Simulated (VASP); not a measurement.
A run of VASP 6.6.1:

Contents of INCAR:

```
SYSTEM = W
  PREC = Accurate
  ENCUT = 400
  EDIFF = 1E-6
  ISMEAR = 0
  SIGMA = 0.1
  LREAL = .False.
  LASPH = .True.
  NELM = 120
  ALGO = Normal
  ISIF = 2
  LWAVE = .False.
  LCHARG = .False.
  LDIPOL = .True.
  IDIPOL = 3
  DIPOL = 0.5 0.5 0.500
  GGA = PE
  IVDW = 12
  NBANDS = 66
  GGA_COMPAT = .False.
  NELMDL = -8
```

The input KPOINTS:

```
Automatic mesh
0
Gamma
  6 11 1
  0 0 0
```

File POSCAR:

```
W
1.0
    5.4723966486      0.0000000000      0.0000000000
   -0.9120661081      2.5797125197      0.0000000000
    0.0000000000      0.0000000000     23.7022897296
W
8
Direct
    0.2500000000      0.5000000000      0.3586151421
    0.7500000000      0.5000000000      0.3586151421
    0.5000000000      0.0000000000      0.4528717140
    0.0000000000      0.0000000000      0.4528717140
    0.7500000000      0.5000000000      0.5476458835
    0.2500000000      0.5000000000      0.5476458835
    0.0000000000      0.0000000000      0.6393680500
    0.5000000000      0.0000000000      0.6393680500
```

Potentials or basis: VASP PAW PBE potentials, release 64 (W_sv).

The run is started by

```console
$ cat potpaw_PBE.64/W_sv/POTCAR > POTCAR
$ mpirun -np 1 vasp_std > vasp.out
```

Hardware: 1 thread of Intel(R) Xeon(R) Platinum 8488C (Sapphire Rapids) (shared host).

Q: Estimate the wall time of this run.

A: Run time: 12 min on 1 thread of Intel(R) Xeon(R) Platinum 8488C (Sapphire Rapids) (shared host), peak memory 0.52 GiB. Counts: scf iterations 33, k points 34.
